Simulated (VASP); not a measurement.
# Zr3MoRh (Pm-3m) in VASP: further runs, part 2 of 2

VASP 6.6.1.

## (3) Relaxation of cell and atoms, PBE

This run uses another cell than the first one, of 24.00 Å³/atom.

Input file INCAR:

```
SYSTEM = Zr3MoRh
PREC = Accurate ; ENCUT = 600
EDIFF = 1E-7 ; ISMEAR = 0
SIGMA = 0.1 ; LREAL = .FALSE.
LASPH = .TRUE. ; NELM = 60
ALGO = Fast ; ISIF = 3
LWAVE = .FALSE. ; LCHARG = .FALSE.
GGA = PE ; IBRION = 2
NSW = 100 ; EDIFFG = -0.01
```

Input file KPOINTS:

```
regular mesh
0
G
  8 8 8
  0 0 0
```

Input file POSCAR:

```
Zr3MoRh
1.0
    4.9327035787      0.0000000000      0.0000000000
    0.0000000000      4.9327035787      0.0000000000
    0.0000000000      0.0000000000      4.9327035787
Zr Mo Rh
3 1 1
Direct
    0.0000000000      0.5000000000      0.5000000000
    0.5000000000      0.0000000000      0.5000000000
    0.5000000000      0.5000000000      0.0000000000
    0.0000000000      0.0000000000      0.0000000000
    0.5000000000      0.5000000000      0.5000000000
```

Potentials or basis: VASP PAW PBE potentials, release 64 (Zr_sv, Mo_sv, Rh_pv).

Launch:

```sh
$ cat potpaw_PBE.64/Zr_sv/POTCAR potpaw_PBE.64/Mo_sv/POTCAR potpaw_PBE.64/Rh_pv/POTCAR > POTCAR
$ mpirun -np 1 vasp_std > vasp.out
```

OUTCAR:

```text
SYSTEM = Zr3MoRh
   PREC = Accurate
   ENCUT = 600
   EDIFF = 1E-7
   ISMEAR = 0
   LREAL = .FALSE.
   LASPH = .TRUE.
   NELM = 60
   ISIF = 3
   GGA = PE
   IBRION = 2
   NSW = 100
   EDIFFG = -0.01

 ion  position               nearest neighbor table
   1  0.000  0.500  0.500-   5 2.47   5 2.47   4 3.49   2 3.49   3 3.49   4 3.49   2 3.49   4 3.49
                             4 3.49   2 3.49   3 3.49   3 3.49   3 3.49   2 3.49
   2  0.500  0.000  0.500-   5 2.47   5 2.47   4 3.49   1 3.49   3 3.49   4 3.49   1 3.49   3 3.49
                             3 3.49   3 3.49   1 3.49   4 3.49   4 3.49   1 3.49
   3  0.500  0.500  0.000-   5 2.47   5 2.47   4 3.49   1 3.49   1 3.49   2 3.49   2 3.49   2 3.49
                             4 3.49   2 3.49   1 3.49   4 3.49   1 3.49   4 3.49
   4  0.000  0.000  0.000-   1 3.49   2 3.49   3 3.49   1 3.49   2 3.49   1 3.49   3 3.49   1 3.49
                             2 3.49   3 3.49   2 3.49   3 3.49
   5  0.500  0.500  0.500-   1 2.47   2 2.47   3 2.47   3 2.47   2 2.47   1 2.47

  LATTYP: Found a simple cubic cell.
 ALAT       =     4.9327035787

  Lattice vectors:

 A1 = (   4.9327035787,   0.0000000000,   0.0000000000)
 A2 = (   0.0000000000,   4.9327035787,   0.0000000000)
 A3 = (   0.0000000000,   0.0000000000,   4.9327035787)

Analysis of symmetry for initial positions (statically):
=====================================================================
 Subroutine PRICEL returns:
 Original cell was already a primitive cell.

 Routine SETGRP: Setting up the symmetry group for a
 simple cubic supercell.

 Subroutine GETGRP returns: Found 48 space group operations
 (whereof 48 operations were pure point group operations)
 out of a pool of 48 trial point group operations.

The static configuration has the point symmetry O_h .

Analysis of symmetry for dynamics (positions and initial velocities):
=====================================================================
 Subroutine PRICEL returns:
 Original cell was already a primitive cell.

 Routine SETGRP: Setting up the symmetry group for a
 simple cubic supercell.

 Subroutine GETGRP returns: Found 48 space group operations
 (whereof 48 operations were pure point group operations)
 out of a pool of 48 trial point group operations.

The dynamic configuration has the point symmetry O_h .

 Subroutine INISYM returns: Found 48 space group operations
 (whereof 48 operations are pure point group operations),
 and found     1 'primitive' translations

----------------------------------------------------------------------------------------

                                     Primitive cell

  volume of cell :     120.0204

  direct lattice vectors                    reciprocal lattice vectors
     4.932703579  0.000000000  0.000000000     0.202728582  0.000000000  0.000000000
     0.000000000  4.932703579  0.000000000     0.000000000  0.202728582  0.000000000
     0.000000000  0.000000000  4.932703579     0.000000000  0.000000000  0.202728582

  length of vectors
     4.932703579  4.932703579  4.932703579     0.202728582  0.202728582  0.202728582

  position of ions in fractional coordinates (direct lattice)
     0.000000000  0.500000000  0.500000000
     0.500000000  0.000000000  0.500000000
[... 64 lines left out ...]
 [... further k-points ...]
   k-points           NKPTS =     35   k-points in BZ     NKDIM =     35   number of bands    NBANDS=     39
   number of dos      NEDOS =    301   number of ions     NIONS =      5
   total plane-waves  NPLWV =  64000
   dimension x,y,z NGX =    40 NGY =   40 NGZ =   40
   dimension x,y,z NGXF=    80 NGYF=   80 NGZF=   80
   ions per type =               3   1   1
   NGX,Y,Z   is equivalent  to a cutoff of  13.48, 13.48, 13.48 a.u.
   NGXF,Y,Z  is equivalent  to a cutoff of  26.96, 26.96, 26.96 a.u.
 SYSTEM =  Zr3MoRh
   PREC   = accura    normal or accurate (medium, high low for compatibility)
   ISTART =      0    job   : 0-new  1-cont  2-samecut
   ICHARG =      2    charge: 1-file 2-atom 10-const
   ISPIN  =      1    spin polarized calculation?
   LNONCOLLINEAR =      F non collinear calculations
   LSORBIT =      F    spin-orbit coupling
   LASPH  =      T    aspherical Exc in radial PAW
   ENCUT  =  600.0 eV  44.10 Ry    6.64 a.u.   9.85  9.85  9.85*2*pi/ulx,y,z
   NELM   =     60;   NELMIN=  2; NELMDL= -5     # of ELM steps
   EDIFF  = 0.1E-06   stopping-criterion for ELM
   LREAL  =      F    real-space projection
   EDIFFG = -.1E-01   stopping-criterion for IOM
   NSW    =    100    number of steps for IOM
   IBRION =      2    ionic relax: 0-MD 1-quasi-New 2-CG
   NFREE  =      1    steps in history (QN), initial steepest desc. (CG)
   ISIF   =      3    stress and relaxation
   ISYM   =      2    0-nonsym 1-usesym 2-fastsym
   POTIM  = 0.5000    time-step for ionic-motion
   TEBEG  =    0.0;   TEEND  =   0.0 temperature during run
   PSTRESS=    0.0 pullay stress
   NELECT =      65.0000    total number of electrons
   NUPDOWN=      -1.0000    fix difference up-down
   EMIN   =  10.00;   EMAX   =-10.00  energy-range for DOS
   EFERMI =   0.00;   METHOD = LEGACY
   ISMEAR =     0;   SIGMA  =   0.10  broadening in eV -4-tet -1-fermi 0-gaus
   EFERMI_NEDOS =   21; number of points for ismear=-14 and -15
   IALGO  =     68    algorithm
   IMIX   =      4    mixing-type and parameters
     AMIX     =   0.40;   BMIX     =  1.00
     AMIX_MAG =   1.60;   BMIX_MAG =  1.00
  volume/ion in A,a.u.               =      24.00       161.99
  Fermi-wavevector in a.u.,A,eV,Ry     =   1.334425  2.521698 24.227770  1.780691
  Thomas-Fermi vector in A             =   2.463208
   LORBIT       =      0    0 simple, 1 ext, 2 COOP (PROOUT), +10 PAW based schemes
   GGA     = PE    functional components
   LHFCALC =     F    Hartree Fock is set to
   AEXX    =    0.0000 exact exchange contribution
   IVDW    =     0    specifies the selected vdW correction
   LEPSILON=     F    determine dielectric tensor
   LRPA    =     F    only Hartree local field effects (RPA)
 conjugate gradient relaxation of ions
 non-spin polarized calculation
 RMM-DIIS sequential band-by-band and
 Gauss-broadening in eV      SIGMA  =   0.10
  energy-cutoff  :      600.00
  volume of cell :      120.02
 maximum number of plane-waves:      4032
 NGX is ok and might be reduce to    40
   NGX = 19   NGY = 19   NGZ = 19

--------------------------------------- Ionic step        1  -------------------------------------------

 number of electron      65.0000001 magnetization

 Free energy of the ion-electron system (eV)
  ---------------------------------------------------
  ext. energy  EPLUGINS =         0.00000000
  ---------------------------------------------------
  free energy    TOTEN  =       -40.28586506 eV

  energy without entropy =      -40.24029363  energy(sigma->0) =      -40.26307935

------------------------ aborting loop because EDIFF is reached ----------------------------------------

  FORCE on cell =-STRESS in cart. coord.  units (eV):
  Direction    XX          YY          ZZ          XY          YZ          ZX
  --------------------------------------------------------------------------------------
  -------------------------------------------------------------------------------------
  Total       -0.4027714     -0.4027714     -0.4027714      0.0000000     -0.0000000      0.0000000
  in kB       -5.3766794     -5.3766794     -5.3766794      0.0000000     -0.0000000      0.0000000
  external PRESSURE =      -5.3766794 kB  Pullay stress =       0.0000000 kB
[... 65 lines left out ...]
--------------------------------------- Ionic step        3  -------------------------------------------

 number of electron      65.0000002 magnetization

 Free energy of the ion-electron system (eV)
  ---------------------------------------------------
  ext. energy  EPLUGINS =         0.00000000
  ---------------------------------------------------
  free energy    TOTEN  =       -40.28688538 eV

  energy without entropy =      -40.24157715  energy(sigma->0) =      -40.26423126

 E-fermi :   7.7403     XC(G=0): -10.8340

 val. band max:        7.7399109554   @ k =   0.2500   0.2500   0.1250
 cond. band min:       7.7434067551   @ k =   0.5000   0.1250   0.1250
 fundamental gap:      0.0034957997
 Fermi energy:         7.7403099548

 k-point     1 :       0.0000    0.0000    0.0000
  band No.  band energies     occupation
      1     -52.9484      2.00000
      2     -41.4847      2.00000
      3     -41.4393      2.00000
      4     -41.4393      2.00000
      5     -39.6468      2.00000
      6     -39.6468      2.00000
[... 997 lines left out ...]
     38       8.9336      0.00000
     39       9.1780      0.00000

 [... further k-points ...]

------------------------ aborting loop because EDIFF is reached ----------------------------------------

  FORCE on cell =-STRESS in cart. coord.  units (eV):
  Direction    XX          YY          ZZ          XY          YZ          ZX
  --------------------------------------------------------------------------------------
  -------------------------------------------------------------------------------------
  Total       -0.0006968     -0.0006968     -0.0006968     -0.0000000     -0.0000000      0.0000000
  in kB       -0.0093486     -0.0093486     -0.0093486     -0.0000000     -0.0000000      0.0000000
  external PRESSURE =      -0.0093486 kB  Pullay stress =       0.0000000 kB
[... 20 lines left out ...]
  FREE ENERGIE OF THE ION-ELECTRON SYSTEM (eV)
  ---------------------------------------------------
  free  energy   TOTEN  =       -40.2868853823 eV

  energy  without entropy=      -40.2415771452  energy(sigma->0) =      -40.26423126

 reached required accuracy - stopping structural energy minimisation
```

OSZICAR:

```text
N       E                     dE             d eps       ncg     rms          rms(c)
DAV:   1     0.781832058613E+03    0.78183E+03   -0.38336E+04  2778   0.184E+03
DAV:   2     0.684892772159E+01   -0.77498E+03   -0.75856E+03  2970   0.537E+02
DAV:   3    -0.392334691769E+02   -0.46082E+02   -0.44735E+02  4276   0.105E+02
[... 63 lines left out ...]
RMM:  10    -0.402868836385E+02   -0.19344E-05   -0.45289E-05  4329   0.234E-02    0.311E-03
RMM:  11    -0.402868846039E+02   -0.96539E-06   -0.16739E-05  4216   0.143E-02    0.190E-03
RMM:  12    -0.402868849284E+02   -0.32449E-06   -0.70023E-06  3558   0.963E-03    0.933E-04
RMM:  13    -0.402868853199E+02   -0.39148E-06   -0.34248E-06  3210   0.702E-03    0.104E-03
RMM:  14    -0.402868853828E+02   -0.62952E-07   -0.17255E-06  2864   0.537E-03    0.429E-04
RMM:  15    -0.402868853823E+02    0.52660E-09   -0.96975E-07  2661   0.448E-03
   3 F= -.40286885E+02 E0= -.40264231E+02  d E =-.102032E-02
```

Run time: 21 min. Hardware: 1 thread of Oxide Virtual Turin-like, shared host; peak memory 0.35 GiB.

Results:

```yaml
Free_energy: -40.2869 eV
Relaxed_volume: 23.88 Å³/atom
Relaxed_cell: a = 4.924 Å, b = 4.924 Å, c = 4.924 Å, α = 90.00°, β = 90.00°, γ = 90.00°
Space_group_after_relaxing_to_0.1_Å: Pm-3m (No. 221)
Energy_gained_by_relaxing: 0.2 meV/atom
Ionic_steps: 3
Pressure_after_relaxing: 0.0 GPa
Band_gap_on_the_k_mesh: zero (an odd number of electrons rules out a gap without spin polarisation)
```

The path:
```tsv
step	energy change (eV)	largest force (eV/Å)	pressure (GPa)	volume (Å³)
1	0.0000	0.0000	-0.54	120.02
2	0.0008	0.0000	0.72	118.63
3	-0.0010	0.0000	0.00	119.42
```

Final structure:
```
CELL_PARAMETERS angstrom
4.92442 0.00000 0.00000
0.00000 4.92442 0.00000
0.00000 0.00000 4.92442
ATOMIC_POSITIONS crystal
Zr 0.00000 0.50000 0.50000
Zr 0.50000 0.00000 0.50000
Zr 0.50000 0.50000 0.00000
Mo 0.00000 0.00000 0.00000
Rh 0.50000 0.50000 0.50000
```
